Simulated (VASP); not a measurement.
Here is a VASP 6.6.1 calculation.

INCAR

```
SYSTEM = PIr2
PREC     = Accurate       ! precision mode
ENCUT    = 520            ! plane-wave cutoff, eV
EDIFF    = 1E-8           ! SCF threshold, eV
ISMEAR   = -1             ! smearing method
SIGMA    = 0.05           ! smearing width, eV
LREAL    = .FALSE.        ! projectors in reciprocal space
LASPH    = .TRUE.         ! aspherical terms in the spheres
NELM     = 60             ! most SCF steps
ALGO     = Normal         ! electronic algorithm
ISIF     = 2              ! what is computed and relaxed
LWAVE    = .FALSE.        ! write WAVECAR
LCHARG   = .FALSE.        ! write CHGCAR
GGA      = CA             ! functional
LEFG     = .TRUE.       
NBANDS   = 18             ! bands
```

The input KPOINTS:

```
regular mesh
0
G
  11 11 11
  0 0 0
```

The input POSCAR:

```
PIr2
1.0
    0.0000000000      2.7766944197      2.7766944197
    2.7766944197      0.0000000000      2.7766944197
    2.7766944197      2.7766944197      0.0000000000
P Ir
1 2
Direct
    0.0000000000      0.0000000000      0.0000000000
    0.2500000000      0.2500000000      0.2500000000
    0.7500000000      0.7500000000      0.7500000000
```

Potentials or basis: VASP PAW LDA potentials, release 64 (P, Ir).

Run with:

```sh
$ cat potpaw_LDA.64/P/POTCAR potpaw_LDA.64/Ir/POTCAR > POTCAR
$ mpirun -np 1 vasp_std > vasp.out
```

(1) Estimate the pressure.

Answers

(1) -5.9 GPa.

Caveat: without QUAD_EFG the Cq values of the log hold for a quadrupole moment of 1 mb, not for the nuclei.
